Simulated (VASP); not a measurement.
# F (Fm-3m) in VASP: notebook

Runs on F. Level: PBE. Tasks: single point.

Everything below comes from runs of VASP 6.6.1. Logs are shortened: lines on timing, memory, paths and dates and some standing lists are left out, and cuts for length are marked.

### Step 1. The cell of the first run

Symmetry: Fm-3m, No. 225, cubic system. Conventional cell: a = 3.176 Å, b = 3.176 Å, c = 3.176 Å, α = 90.00°, β = 90.00°, γ = 90.00°. Within 3.0 Å of F (site symmetry m-3m) lie 12 F at 2.25 Å.

### Step 2. Single point, PBE (volume scaled by 0.784, to set the pressure)

INCAR

```
PREC     = Accurate       # precision mode
ENCUT    = 520            # plane-wave cutoff, eV
EDIFF    = 1E-6           # SCF threshold, eV
ISMEAR   = -1             # smearing method
SIGMA    = 0.08           # smearing width, eV
LREAL    = False          # projectors in reciprocal space
LASPH    = True           # aspherical terms in the spheres
NELM     = 80             # most SCF steps
ALGO     = Normal         # electronic algorithm
ISIF     = 2              # what is computed and relaxed
LWAVE    = False          # write WAVECAR
LCHARG   = False          # write CHGCAR
GGA      = PE             # functional
NBANDS   = 10             # bands
```

KPOINTS

```
Automatic mesh
0
Gamma
  19 19 19
```

POSCAR

```
F
1.0
    0.0000000000      1.5878670270      1.5878670270
    1.5878670270      0.0000000000      1.5878670270
    1.5878670270      1.5878670270      0.0000000000
F
1
Direct
    0.0000000000      0.0000000000      0.0000000000
```

Potentials or basis: VASP PAW PBE potentials, release 64 (F).

Command:

```console
$ cat potpaw_PBE.64/F/POTCAR > POTCAR
$ mpirun -np 1 vasp_std > vasp.out
```

OUTCAR:

```text
PREC = Accurate
   ENCUT = 520
   EDIFF = 1E-6
   ISMEAR = -1
   LREAL = False
   LASPH = True
   NELM = 80
   ISIF = 2
   GGA = PE

 ion  position               nearest neighbor table
   1  0.000  0.000  0.000-

  LATTYP: Found a face centered cubic cell.
 ALAT       =     3.1757340540

  Lattice vectors:

 A1 = (   0.0000000000,   1.5878670270,   1.5878670270)
 A2 = (   1.5878670270,   0.0000000000,   1.5878670270)
 A3 = (   1.5878670270,   1.5878670270,   0.0000000000)

Analysis of symmetry for initial positions (statically):
=====================================================================
 Subroutine PRICEL returns:
 Original cell was already a primitive cell.

 Routine SETGRP: Setting up the symmetry group for a
 face centered cubic supercell.

 Subroutine GETGRP returns: Found 48 space group operations
 (whereof 48 operations were pure point group operations)
 out of a pool of 48 trial point group operations.

The static configuration has the point symmetry O_h .

Analysis of symmetry for dynamics (positions and initial velocities):
=====================================================================
 Subroutine PRICEL returns:
 Original cell was already a primitive cell.

 Routine SETGRP: Setting up the symmetry group for a
 face centered cubic supercell.

 Subroutine GETGRP returns: Found 48 space group operations
 (whereof 48 operations were pure point group operations)
 out of a pool of 48 trial point group operations.

The dynamic configuration has the point symmetry O_h .

 Subroutine INISYM returns: Found 48 space group operations
 (whereof 48 operations are pure point group operations),
 and found     1 'primitive' translations

----------------------------------------------------------------------------------------

                                     Primitive cell

  volume of cell :       8.0070

  direct lattice vectors                    reciprocal lattice vectors
     0.000000000  1.587867027  1.587867027    -0.314887828  0.314887828  0.314887828
     1.587867027  0.000000000  1.587867027     0.314887828 -0.314887828  0.314887828
     1.587867027  1.587867027  0.000000000     0.314887828  0.314887828 -0.314887828

  length of vectors
     2.245583085  2.245583085  2.245583085     0.545401718  0.545401718  0.545401718

  position of ions in fractional coordinates (direct lattice)
     0.000000000  0.000000000  0.000000000

  ion indices of the primitive-cell ions
   primitive index   ion index
                 1           1

----------------------------------------------------------------------------------------

 KPOINTS: Automatic mesh

Automatic generation of k-mesh.
 Grid dimensions read from file:
 generate k-points for:   19   19   19

 Generating k-lattice:

  Cartesian coordinates                     Fractional coordinates (reciprocal lattice)
    -0.016573044  0.016573044  0.016573044     0.052631579  0.000000000  0.000000000
     0.016573044 -0.016573044  0.016573044     0.000000000  0.052631579  0.000000000
     0.016573044  0.016573044 -0.016573044     0.000000000  0.000000000  0.052631579

  Length of vectors
     0.028705354  0.028705354  0.028705354

  Shift w.r.t. Gamma in fractional coordinates (k-lattice)
     0.000000000  0.000000000  0.000000000

 Subroutine IBZKPT returns following result:
 ===========================================

 Found    220 irreducible k-points:

 Following reciprocal coordinates:
            Coordinates               Weight
  0.000000  0.000000  0.000000      1.000000
  0.052632  0.000000  0.000000      8.000000
  0.105263  0.000000  0.000000      8.000000
  0.157895  0.000000  0.000000      8.000000
  0.210526  0.000000  0.000000      8.000000
  0.263158  0.000000  0.000000      8.000000
[... 16 lines left out ...]
 -0.315789  0.052632  0.000000     24.000000
 -0.263158  0.052632  0.000000     24.000000
 [... further k-points ...]
   k-points           NKPTS =    220   k-points in BZ     NKDIM =    220   number of bands    NBANDS=     10
   number of dos      NEDOS =    301   number of ions     NIONS =      1
   total plane-waves  NPLWV =   5832
   dimension x,y,z NGX =    18 NGY =   18 NGZ =   18
   dimension x,y,z NGXF=    36 NGYF=   36 NGZF=   36
   ions per type =               1
   NGX,Y,Z   is equivalent  to a cutoff of  13.33, 13.33, 13.33 a.u.
   NGXF,Y,Z  is equivalent  to a cutoff of  26.65, 26.65, 26.65 a.u.
 SYSTEM =  unknown system
   PREC   = accura    normal or accurate (medium, high low for compatibility)
   ISTART =      0    job   : 0-new  1-cont  2-samecut
   ICHARG =      2    charge: 1-file 2-atom 10-const
   ISPIN  =      1    spin polarized calculation?
   LNONCOLLINEAR =      F non collinear calculations
   LSORBIT =      F    spin-orbit coupling
   LASPH  =      T    aspherical Exc in radial PAW
   ENCUT  =  520.0 eV  38.22 Ry    6.18 a.u.   4.18  4.18  4.18*2*pi/ulx,y,z
   NELM   =     80;   NELMIN=  2; NELMDL= -5     # of ELM steps
   EDIFF  = 0.1E-05   stopping-criterion for ELM
   LREAL  =      F    real-space projection
   EDIFFG = 0.1E-04   stopping-criterion for IOM
   NSW    =      0    number of steps for IOM
   IBRION =     -1    ionic relax: 0-MD 1-quasi-New 2-CG
   NFREE  =      0    steps in history (QN), initial steepest desc. (CG)
   ISIF   =      2    stress and relaxation
   ISYM   =      2    0-nonsym 1-usesym 2-fastsym
   POTIM  = 0.5000    time-step for ionic-motion
   TEBEG  =    0.0;   TEEND  =   0.0 temperature during run
   PSTRESS=    0.0 pullay stress
   NELECT =       7.0000    total number of electrons
   NUPDOWN=      -1.0000    fix difference up-down
   EMIN   =  10.00;   EMAX   =-10.00  energy-range for DOS
   EFERMI =   0.00;   METHOD = LEGACY
   ISMEAR =    -1;   SIGMA  =   0.08  broadening in eV -4-tet -1-fermi 0-gaus
   EFERMI_NEDOS =   21; number of points for ismear=-14 and -15
   IALGO  =     38    algorithm
   IMIX   =      4    mixing-type and parameters
     AMIX     =   0.40;   BMIX     =  1.00
     AMIX_MAG =   1.60;   BMIX_MAG =  1.00
  volume/ion in A,a.u.               =       8.01        54.03
  Fermi-wavevector in a.u.,A,eV,Ry     =   1.565369  2.958118 33.339443  2.450380
  Thomas-Fermi vector in A             =   2.667855
   LORBIT       =      0    0 simple, 1 ext, 2 COOP (PROOUT), +10 PAW based schemes
   GGA     = PE    functional components
   LHFCALC =     F    Hartree Fock is set to
   AEXX    =    0.0000 exact exchange contribution
   IVDW    =     0    specifies the selected vdW correction
   LEPSILON=     F    determine dielectric tensor
   LRPA    =     F    only Hartree local field effects (RPA)
 non-spin polarized calculation
  energy-cutoff  :      520.00
  volume of cell :        8.01
 maximum number of plane-waves:       225
 NGX is ok and might be reduce to    18
   NGX =  9   NGY =  9   NGZ =  9

 number of electron       7.0000006 magnetization

 Free energy of the ion-electron system (eV)
  ---------------------------------------------------
  ext. energy  EPLUGINS =         0.00000000
  ---------------------------------------------------
  free energy    TOTEN  =        -0.67373075 eV

  energy without entropy =       -0.63392755  energy(sigma->0) =       -0.65382915

 E-fermi :  -1.1308     XC(G=0): -11.6533

 val. band max:       -1.1345000885   @ k =  -0.4211   0.1579   0.0526
 cond. band min:      -1.1288587712   @ k =  -0.4211   0.1579   0.0000
 fundamental gap:      0.0056413173
 Fermi energy:        -1.1308486901

 k-point     1 :       0.0000    0.0000    0.0000
  band No.  band energies     occupation
      1     -24.4737      2.00000
      2      -0.3572      0.00013
      3      -0.3572      0.00013
      4      -0.3572      0.00013
      5      15.0548      0.00000
      6      37.0347      0.00000
      7      37.0347      0.00000
      8      37.0347      0.00000
      9      41.6279      0.00000
     10      48.9482      0.00000

 k-point     2 :       0.0526    0.0000    0.0000
  band No.  band energies     occupation
      1     -24.4171      2.00000
      2      -0.5461      0.00134
      3      -0.3741      0.00016
      4      -0.3741      0.00016
      5      15.2292      0.00000
      6      35.7862      0.00000
      7      37.1091      0.00000
      8      37.1091      0.00000
      9      42.9174      0.00000
     10      47.0291      0.00000

 k-point     3 :       0.1053    0.0000    0.0000
  band No.  band energies     occupation
      1     -24.2472      2.00000
      2      -1.0788      0.68574
      3      -0.4220      0.00028
      4      -0.4220      0.00028
      5      15.7232      0.00000
      6      33.6383      0.00000
      7      37.2770      0.00000
      8      37.2770      0.00000
      9      44.4003      0.00000
     10      45.3372      0.00000

 k-point     4 :       0.1579    0.0000    0.0000
  band No.  band energies     occupation
      1     -23.9726      2.00000
      2      -1.8732      1.99981
      3      -0.4948      0.00070
      4      -0.4947      0.00070
      5      16.4571      0.00000
      6      31.5213      0.00000
      7      37.3599      0.00000
      8      37.3599      0.00000
      9      43.7309      0.00000
     10      44.2940      0.00000
[... 222 lines left out ...]
 k-point    22 :      -0.3684    0.0526    0.0000
  band No.  band energies     occupation
      1     -22.1839      2.00000
      2      -5.8796      2.00000
      3      -1.0553      0.56000
      4      -0.8351      0.04839
      5      20.4615      0.00000
      6      24.9503      0.00000
      7      33.9704      0.00000
      8      35.2643      0.00000
      9      41.5579      0.00000
     10      47.3226      0.00000

 k-point    23 :      -0.3158    0.0526    0.0000
  band No.  band energies     occupation
      1     -22.5702      2.00000
      2      -5.1036      2.00000
      3      -0.9980      0.31922
      4      -0.7437      0.01571
      5      19.6086      0.00000
      6      26.0881      0.00000
      7      34.4291      0.00000
      8      35.8758      0.00000
      9      41.9762      0.00000
     10      45.3606      0.00000

 k-point    24 :      -0.2632    0.0526    0.0000
  band No.  band energies     occupation
      1     -23.0042      2.00000
      2      -4.1738      2.00000
      3      -0.9134      0.12390
      4      -0.6443      0.00456
      5      18.6926      0.00000
      6      27.4330      0.00000
      7      35.0280      0.00000
      8      36.6529      0.00000
      9      42.5688      0.00000
     10      43.6872      0.00000

 [... further k-points ...]

------------------------ aborting loop because EDIFF is reached ----------------------------------------

  FORCE on cell =-STRESS in cart. coord.  units (eV):
  Direction    XX          YY          ZZ          XY          YZ          ZX
  --------------------------------------------------------------------------------------
  -------------------------------------------------------------------------------------
  Total        1.1094318      1.1094318      1.1094318      0.0000000      0.0000000      0.0000000
  in kB      221.9927621    221.9927621    221.9927621      0.0000000      0.0000000      0.0000000
  external PRESSURE =     221.9927621 kB  Pullay stress =       0.0000000 kB

 VOLUME and BASIS-vectors are now :
 -----------------------------------------------------------------------------
  energy-cutoff  :      520.00
  volume of cell :        8.01
      direct lattice vectors                 reciprocal lattice vectors
     0.000000000  1.587867027  1.587867027    -0.314887828  0.314887828  0.314887828
     1.587867027  0.000000000  1.587867027     0.314887828 -0.314887828  0.314887828
     1.587867027  1.587867027  0.000000000     0.314887828  0.314887828 -0.314887828

 POSITION                                       TOTAL-FORCE (eV/Angst)
 -----------------------------------------------------------------------------------
      0.00000      0.00000      0.00000         0.000000      0.000000      0.000000
 -----------------------------------------------------------------------------------
    total drift:                                0.000000      0.000000      0.000000

  FREE ENERGIE OF THE ION-ELECTRON SYSTEM (eV)
  ---------------------------------------------------
  free  energy   TOTEN  =        -0.6737307456 eV

  energy  without entropy=       -0.6339275525  energy(sigma->0) =       -0.65382915
```

Run time: 14 s. Hardware: 1 thread of Intel Xeon Platinum 8175M at 2.50GHz (Skylake/Cascade Lake), shared host; peak memory 0.12 GiB.

What came out:

```yaml
Free_energy: -0.6737 eV
Pressure: 22.2 GPa
```

Levels at points of the mesh, in eV from the Fermi level:
| k point | band 1 | band 2 | band 3 | band 4 | band 5 | band 6 | band 7 | band 8 | band 9 |
| --- | --- | --- | --- | --- | --- | --- | --- | --- | --- |
| (0.00, 0.00, 0.00) | -23.34 | 0.77 | 0.77 | 0.77 | 16.19 | 38.17 | 38.17 | 38.17 | 42.76 |

Caveat: the cell differs from its parent crystal (volume scaled by 0.784, to set the pressure); an odd number of electrons without spin polarisation forces a metal; a magnetic or distorted state may lie lower.

### Step 3. Single point, PBE

INCAR

```
SYSTEM = F
  PREC = Accurate
  ENCUT = 520
  EDIFF = 1E-6
  ISMEAR = -1
  SIGMA = 0.08
  LREAL = .FALSE.
  LASPH = .TRUE.
  NELM = 80
  ALGO = Normal
  ISIF = 2
  LWAVE = .FALSE.
  LCHARG = .TRUE.
  GGA = PE
  LELF = .TRUE.
  LVHAR = .TRUE.
  NBANDS = 10
```

KPOINTS

```
regular mesh
0
G
  19 19 19
  0 0 0
```

POSCAR

```
F
1.0
    0.0000000000      1.5880679405      1.5880679405
    1.5880679405      0.0000000000      1.5880679405
    1.5880679405      1.5880679405      0.0000000000
F
1
Direct
    0.0000000000      0.0000000000      0.0000000000
```

Potentials or basis: VASP PAW PBE potentials, release 64 (F).

Command:

```console
$ cat potpaw_PBE.64/F/POTCAR > POTCAR
$ mpirun -np 1 vasp_std > vasp.out
```

Run time: 16 s. Hardware: 1 thread of Intel Xeon Platinum 8175M at 2.50GHz (Skylake/Cascade Lake), shared host; peak memory 0.12 GiB.

Results (log left out):

```yaml
Free_energy: -0.6742 eV
Pressure: 22.1 GPa
```

Levels at points of the mesh, in eV from the Fermi level:
| k point | band 2 | band 3 | band 4 | band 5 | band 6 | band 7 |
| --- | --- | --- | --- | --- | --- | --- |
| (0.00, 0.00, 0.00) | 0.77 | 0.77 | 0.77 | 16.18 | 38.16 | 38.16 |

Caveat: an odd number of electrons without spin polarisation forces a metal; a magnetic or distorted state may lie lower.

### Step 4. Single point, PBE

INCAR

```
ALGO     = Normal         # electronic algorithm
EDIFF    = 1E-7           # SCF threshold, eV
ENCUT    = 520            # plane-wave cutoff, eV
GGA      = PE             # functional
ISIF     = 2              # what is computed and relaxed
ISMEAR   = -1             # smearing method
LASPH    = T              # aspherical terms in the spheres
LCHARG   = F              # write CHGCAR
LREAL    = F              # projectors in reciprocal space
LWAVE    = F              # write WAVECAR
NBANDS   = 10             # bands
NELM     = 80             # most SCF steps
PREC     = Accurate       # precision mode
SIGMA    = 0.08           # smearing width, eV
```

KPOINTS

```
k-points
0
Gamma
  19 19 19
```

POSCAR

```
F
1.0
    0.0000000000      1.5881982265      1.5881982265
    1.5881982265      0.0000000000      1.5881982265
    1.5881982265      1.5881982265      0.0000000000
F
1
Direct
    0.0000000000      0.0000000000      0.0000000000
```

Command:

```console
$ cat potpaw_PBE.64/F/POTCAR > POTCAR
$ mpirun -np 1 vasp_std > vasp.out
```

Wall time 17 s (1 thread of Intel Xeon Platinum 8175M at 2.50GHz (Skylake/Cascade Lake), shared host); peak memory 0.12 GiB.

The run converged. Its results:

* Free energy: -0.6744 eV
* Pressure: 22.1 GPa

Levels at points of the mesh, in eV from the Fermi level:
| k point | band 2 | band 3 | band 4 | band 5 | band 6 | band 7 |
| --- | --- | --- | --- | --- | --- | --- |
| (0.00, 0.00, 0.00) | 0.77 | 0.77 | 0.77 | 16.18 | 38.16 | 38.16 |

Caveat: an odd number of electrons without spin polarisation forces a metal; a magnetic or distorted state may lie lower.

### Step 5. Single point, PBE

This run uses another cell than the first one, of 10.21 Å³/atom, 1.276 times its volume.

INCAR

```
PREC = Accurate
ENCUT = 520
EDIFF = 1E-7
ISMEAR = -1
SIGMA = 0.08
LREAL = F
LASPH = T
NELM = 100
ALGO = Normal
ISIF = 2
LWAVE = F
LCHARG = T
GGA = PE
LELF = T
LVHAR = T
NBANDS = 10
```

KPOINTS

```
regular mesh
0
Gamma
  18 18 18
```

POSCAR

```
F
1.0
    0.0000000000      1.7220355368      1.7220355368
    1.7220355368      0.0000000000      1.7220355368
    1.7220355368      1.7220355368      0.0000000000
F
1
Direct
    0.0000000000      0.0000000000      0.0000000000
```

Command:

```console
$ cat potpaw_PBE.64/F/POTCAR > POTCAR
$ mpirun -np 1 vasp_std > vasp.out
```

It took 16 s on 1 thread of Intel Xeon Platinum 8175M at 2.50GHz (Skylake/Cascade Lake), shared host; peak memory 0.12 GiB.

Results (log left out):

```
Free energy : -0.7971 eV
Pressure    : -0.6 GPa
```

Levels at points of the mesh, in eV from the Fermi level:
```
           k point  band 1  band 2  band 3  band 4  band 5  band 6  band 7  band 8  band 9
(0.00, 0.00, 0.00)  -21.60    0.52    0.52    0.52   13.70   35.08   35.08   35.08   39.01
(0.50, 0.00, 0.00)  -20.04   -3.82    0.13    0.13   20.55   21.80   32.99   32.99   37.40
(0.50, 0.50, 0.00)  -19.57   -3.28   -0.75   -0.75   19.03   24.30   25.27   35.89   35.89
```

Caveat: an odd number of electrons without spin polarisation forces a metal; a magnetic or distorted state may lie lower.
